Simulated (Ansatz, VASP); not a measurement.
**Hf4N: VASP beside Ansatz**

File INCAR:

```
SYSTEM = Hf4N
  PREC = Accurate
  ENCUT = 600
  EDIFF = 1E-7
  ISMEAR = 0
  SIGMA = 0.1
  LREAL = .False.
  LASPH = .True.
  NELM = 120
  ALGO = Normal
  ISIF = 3
  LWAVE = .False.
  LCHARG = .False.
  GGA = PE
  IBRION = 2
  NSW = 90
  EDIFFG = -0.04
  GGA_COMPAT = .False.
  NELMIN = 4
```

File KPOINTS:

```
Automatic mesh
0
Gamma
  4 4 4
  0 0 0
```

POSCAR

```
Hf4N
1.0
    0.0000000000      3.5717720400      3.5717720400
    3.5717720400      0.0000000000      3.5717720400
    3.5717720400      3.5717720400      0.0000000000
Hf N
4 1
Direct
    0.8704142100      0.8704142100      0.8704142100
    0.8704142100      0.8704142100      0.3887573600
    0.8704142100      0.3887573600      0.8704142100
    0.3887573600      0.8704142100      0.8704142100
    0.0000000000      0.0000000000      0.0000000000
```

Input for Ansatz:

```yaml
crystal:
  lattice:
    - [0.0, 3.57177204, 3.57177204]
    - [3.57177204, 0.0, 3.57177204]
    - [3.57177204, 3.57177204, 0.0]
  atoms:
    - { symbol: Hf, position: [0.87041421, 0.87041421, 0.87041421] }
    - { symbol: Hf, position: [0.87041421, 0.87041421, 0.38875736] }
    - { symbol: Hf, position: [0.87041421, 0.38875736, 0.87041421] }
    - { symbol: Hf, position: [0.38875736, 0.87041421, 0.87041421] }
    - { symbol: "N", position: [0.0, 0.0, 0.0] }
basis:
  ecutwfc: 420
kpoints:
  mp_grid: { grid: [4, 4, 4] }
hamiltonian:
  xc: pbe
scf:
  occupations: { method: gaussian, width: 0.1 }
  lower_state_search: "off"
output:
  forces: true
  stress: true
  eigenvalues: true
relax:
  adjacent_minimum: "off"
  f_tol: 0.04
  max_steps: 70
  cell: { stress_tol: 0.4 }
```

Alike in both runs: task relaxation of cell and atoms; functional PBE; k mesh 4 × 4 × 4; occupations gaussian, width 0.1 eV; no spin polarisation.

```csv
,VASP,Ansatz
version,VASP 6.6.1,Ansatz 0.2.0
potentials or method,"VASP PAW PBE potentials, release 64 (Hf_pv, N), cutoff 600 eV","scalar-relativistic, plane waves, PAW"
valence electrons in the cell,45,109
```

```csv
,VASP,Ansatz,Ansatz less VASP
"gap on the k mesh at the Fermi level, each at its own relaxed structure (eV)",none,none,-
relaxed volume (Å³/atom),37.18,37.89,+0.716
relaxed cell length with the largest relative difference (Å),6.406,6.447,+0.0409
```

A gap of «none» marks a metal or a gap that the smearing closes. VASP's potentials hold 45 valence electrons a cell and Ansatz's 109, so a difference there can come from the potentials and not from the codes.

The k mesh is coarse, so the values compare programs but aren't converged. Neither program's run includes spin-orbit coupling. Noted on VASP's run: the volume moved by over 15 % at a fixed basis, so the end points are rough.
